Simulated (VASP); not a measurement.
# Si12NO22 (a cell with a defect) in VASP: notebook, part 2 of 2

VASP 6.6.1.

## (3) Single point, PBE+D3(BJ)

The COD entry that gives the cell may itself be a prediction, so a difference from it is no test against experiment.

INCAR reads:

```
SYSTEM = Si12NO22
ALGO = Normal
EDIFF = 1E-6
ENCUT = 520
GGA = PE
ISIF = 2
ISMEAR = 0
IVDW = 12
LASPH = .True.
LCHARG = .True.
LELF = .True.
LREAL = Auto
LVHAR = .True.
LWAVE = .False.
NBANDS = 116
NELECT = 184.0
NELM = 60
PREC = Accurate
SIGMA = 0.05
```

KPOINTS reads:

```
k-points
0
Gamma
  2 2 2
  0 0 0
```

POSCAR reads:

```
Si12NO22
1.0
   -2.4457500000      4.2361630000      5.3885000000
    4.8915000000      0.0000000000      5.3885000000
    4.8915000000      8.4723270000      0.0000000000
Si O N
12 22 1
Direct
    0.0875176198      0.5442980989      0.9671321819
    0.4131639604      0.9382598124      0.0264861257
    0.0131846741      0.0109814204      0.2637568842
    0.0962257165      0.5754339290      0.4493102285
    0.4543219047      0.9112792831      0.5065886099
   -0.0523239307     -0.0241587640      0.8032346602
    0.6268290103      0.0688688648      0.1802103648
    0.8786849901      0.4384787846      0.2982250515
    0.4679680515      0.5237624858      0.5372486278
    0.5808696043      0.0917899485      0.6947949099
    0.9052091393      0.4297382486      0.7748955555
    0.4983531074      0.4962708139      0.0198522797
    0.3096342453      0.4544308934      0.9917344865
    0.9054741223      0.5111022904      0.1165324504
    0.9105827687      0.1944321705      0.3451560553
    0.2048218489      0.0544525317      0.1209574727
    0.6076387614      0.9943450931      0.0443594967
    0.5795194149      0.3091618507      0.1486728849
    0.3097872612      0.4544100108      0.4884243333
    0.9143138687      0.5448187285      0.6019916864
    0.9819585853      0.1845074071      0.7864532818
    0.5497878508      1.0398727226      0.5561382426
    0.5631474762      0.3273318780      0.6603863965
    0.8517023786      0.9686871547      0.2013529337
    0.4580785174     -0.0037966208      0.3325502820
    0.6618079913      0.5522946347      0.3868622486
    0.0619120244      0.4875043252      0.3301504502
    0.0851799746      0.8137152652      0.3883429834
    0.8113821406      0.9619122827      0.7125720003
    0.4218791732      0.0143728450      0.8485338274
    0.4363613833      0.6976068824      0.0778329322
    0.6778349110      0.5001983079      0.8667414312
    0.0656378974      0.4642501976      0.8394885098
    0.0575977899      0.7920950745      0.9083540300
    0.3587383727     -0.2750666644      0.6115561615
```

Potentials or basis: VASP PAW PBE potentials, release 64 (Si, O, N).

On the command line:

```sh
$ cat potpaw_PBE.64/Si/POTCAR potpaw_PBE.64/O/POTCAR potpaw_PBE.64/N/POTCAR > POTCAR
$ mpirun -np 1 vasp_std > vasp.out
```

OUTCAR:

```text
SYSTEM = Si12NO22
   EDIFF = 1E-6
   ENCUT = 520
   GGA = PE
   ISIF = 2
   ISMEAR = 0
   IVDW = 12
   LASPH = .True.
   LREAL = Auto
   NELECT = 184.0
   NELM = 60
   PREC = Accurate
 IVDW          = 12

 ion  position               nearest neighbor table
   1  0.088  0.544  0.967-  13 1.60  33 1.61  14 1.62  34 1.66   6 3.02   8 3.03  11 3.07  12 3.09

   2  0.413  0.938  0.026-  31 1.62  16 1.62  30 1.63  17 1.67  10 3.01   7 3.01   3 3.07  12 3.09

   3  0.013  0.011  0.264-  28 1.61  15 1.63  16 1.64  24 1.64   8 3.04   7 3.05   4 3.06   2 3.07

   4  0.096  0.575  0.449-  28 1.62  19 1.62  27 1.62  20 1.63   9 2.98  11 2.98   8 3.04   3 3.06

   5  0.454  0.911  0.507-  22 1.59  25 1.60  35 1.60   9 2.71   7 2.98  10 3.08
   6  0.948  0.976  0.803-  34 1.56  21 1.56  29 1.58  10 2.97   1 3.02  11 3.14
   7  0.627  0.069  0.180-  18 1.61  24 1.62  25 1.63  17 1.65  12 2.97   5 2.98   2 3.01   3 3.05

   8  0.879  0.438  0.298-  26 1.63  27 1.63  15 1.64  14 1.64   1 3.03   4 3.04   3 3.04   9 3.14

   9  0.468  0.524  0.537-  19 1.65  23 1.66  26 1.67  35 1.70   5 2.71  10 2.98   4 2.98   8 3.14
[... 28 lines left out ...]
  34  0.058  0.792  0.908-   6 1.56   1 1.66
  35  0.359  0.725  0.612-   5 1.60   9 1.70

  LATTYP: Found a base centered monoclinic cell.
 ALAT       =    11.8351383188
 B/A-ratio  =     0.7158620513
 C/A-ratio  =     0.8266063436
 COS(beta)  =    -0.4133031352

  Lattice vectors:

 A1 = (   2.4457500000,  -4.2361630000,  -5.3885000000)
 A2 = (  -4.8915000000,   0.0000000000,  -5.3885000000)
 A3 = (   4.8915000000,   8.4723270000,   0.0000000000)

Analysis of symmetry for initial positions (statically):
=====================================================================
 Subroutine PRICEL returns:
 Original cell was already a primitive cell.

 Routine SETGRP: Setting up the symmetry group for a
 base centered monoclinic supercell.

 Subroutine GETGRP returns: Found  1 space group operations
 (whereof  1 operations were pure point group operations)
 out of a pool of  4 trial point group operations.

The static configuration has the point symmetry C_1 .

Analysis of symmetry for dynamics (positions and initial velocities):
[... 186 lines left out ...]
   LHFCALC =     F    Hartree Fock is set to
   AEXX    =    0.0000 exact exchange contribution
   IVDW    =    12    specifies the selected vdW correction
   LEPSILON=     F    determine dielectric tensor
   LRPA    =     F    only Hartree local field effects (RPA)
 non-spin polarized calculation
 Gauss-broadening in eV      SIGMA  =   0.05
  energy-cutoff  :      520.00
  volume of cell :      446.62
 maximum number of plane-waves:     12064
   NGX = 27   NGY = 27   NGZ = 37

 number of electron     184.0000002 magnetization

 Free energy of the ion-electron system (eV)
  ---------------------------------------------------
  ext. energy  EPLUGINS =         0.00000000
  ---------------------------------------------------
  free energy    TOTEN  =      -275.66995823 eV

  energy without entropy =     -275.66995823  energy(sigma->0) =     -275.66995823

 E-fermi :   2.6512     XC(G=0):  -9.1839

 val. band max:        2.3439004387   @ k =   0.5000   0.5000   0.5000
 cond. band min:       5.5797856164   @ k =   0.0000   0.0000   0.0000
 fundamental gap:      3.2358851777
 Fermi energy:         2.6512332845

 k-point     1 :       0.0000    0.0000    0.0000
  band No.  band energies     occupation
      1     -18.4833      2.00000
      2     -17.9757      2.00000
      3     -17.8795      2.00000
      4     -17.5365      2.00000
      5     -17.4399      2.00000
      6     -17.3537      2.00000
[... 845 lines left out ...]
    103      10.1978      0.00000
    104      10.3230      0.00000
 [bands above 104 left out]

------------------------ aborting loop because EDIFF is reached ----------------------------------------

 Edisp (eV)   -5.13818

 E8    (eV) :    -1.7540

  FORCE on cell =-STRESS in cart. coord.  units (eV):
  Direction    XX          YY          ZZ          XY          YZ          ZX
  --------------------------------------------------------------------------------------
  -------------------------------------------------------------------------------------
  Total     -13.52044    -2.50699     0.40976    -1.37798    -4.69150     2.78410
  in kB     -48.50192    -8.99332     1.46992    -4.94325   -16.82982     9.98741
  external pressure =      -18.68 kB  Pullay stress =        0.00 kB

 VOLUME and BASIS-vectors are now :
 -----------------------------------------------------------------------------
  energy-cutoff  :      520.00
  volume of cell :      446.62
      direct lattice vectors                 reciprocal lattice vectors
    -2.445750000  4.236163000  5.388500000    -0.102218137  0.059015665  0.092790204
     4.891500000  0.000000000  5.388500000     0.102218137 -0.059015665  0.092790199
     4.891500000  8.472327000  0.000000000     0.051109062  0.088523498 -0.046395097

 POSITION                                       TOTAL-FORCE (eV/Angst)
 -----------------------------------------------------------------------------------
      7.17911      8.56460      3.40454        -0.023756      0.016569      0.041604
      3.70856      1.97463      7.28215         0.020536     -0.027811      0.006164
      1.31164      2.29049      0.13022        -0.017395      0.011446      0.017798
      4.77719      4.21433      3.61924        -0.042786      0.009379      0.034987
      5.82434      6.21657      7.35854        -0.177524      0.038623     -0.066031
      6.38457     10.81978     10.36487         0.342828      0.053901     -0.104724
[... 27 lines left out ...]
      8.17688      7.93987      4.57857        -0.060841      0.062253      0.037766
      5.66005      6.70098      5.83937        -0.347335      0.151332     -0.028267
 -----------------------------------------------------------------------------------
    total drift:                                0.007342      0.025961     -0.012398

  FREE ENERGIE OF THE ION-ELECTRON SYSTEM (eV)
  ---------------------------------------------------
  free  energy   TOTEN  =      -280.8081418794 eV

  energy  without entropy=     -280.8081418794  energy(sigma->0) =     -280.80814188
```

Run time: 7.7 min. Hardware: 1 thread of Intel Xeon 6975P-C (Granite Rapids), shared host; peak memory 0.64 GiB.

What came out:

```yaml
Free_energy: -280.8081 eV
Largest_force: 0.380 eV/Å
Dispersion_energy_per_atom: -0.147 eV
```

Forces on the atoms (eV/Å):
```
Si  -0.024  0.017  0.042
Si   0.021 -0.028  0.006
Si  -0.017  0.011  0.018
Si  -0.043  0.009  0.035
Si  -0.178  0.039 -0.066
Si   0.343  0.054 -0.105
Si  -0.016 -0.012 -0.002
Si   0.000 -0.009  0.003
Si   0.026  0.037  0.038
Si  -0.043 -0.097 -0.079
Si   0.078 -0.027  0.036
Si   0.055  0.013  0.017
O    0.033  0.039  0.018
O    0.027  0.003  0.030
O   -0.025 -0.016  0.017
O    0.010 -0.009  0.015
O   -0.023 -0.066  0.065
O   -0.013  0.007  0.025
O   -0.042  0.028 -0.014
O    0.017 -0.031  0.068
O    0.211 -0.023 -0.024
O   -0.028 -0.030 -0.067
O   -0.065 -0.018  0.013
O   -0.006 -0.004  0.016
O   -0.036 -0.059  0.002
O   -0.042 -0.003 -0.019
O   -0.003  0.015  0.002
O   -0.048 -0.001  0.015
O    0.053 -0.018 -0.135
O    0.007 -0.033 -0.062
O    0.030  0.025  0.022
O    0.097 -0.020  0.040
O    0.052 -0.004  0.019
O   -0.061  0.062  0.038
N   -0.347  0.151 -0.028
```

Caveat: the k points lie up to 0.47 Å⁻¹ apart; the cell carries a net charge on a neutralising background, which shifts energy and pressure; the cell is charged against a uniform background, so pressure and absolute levels hang on convention.
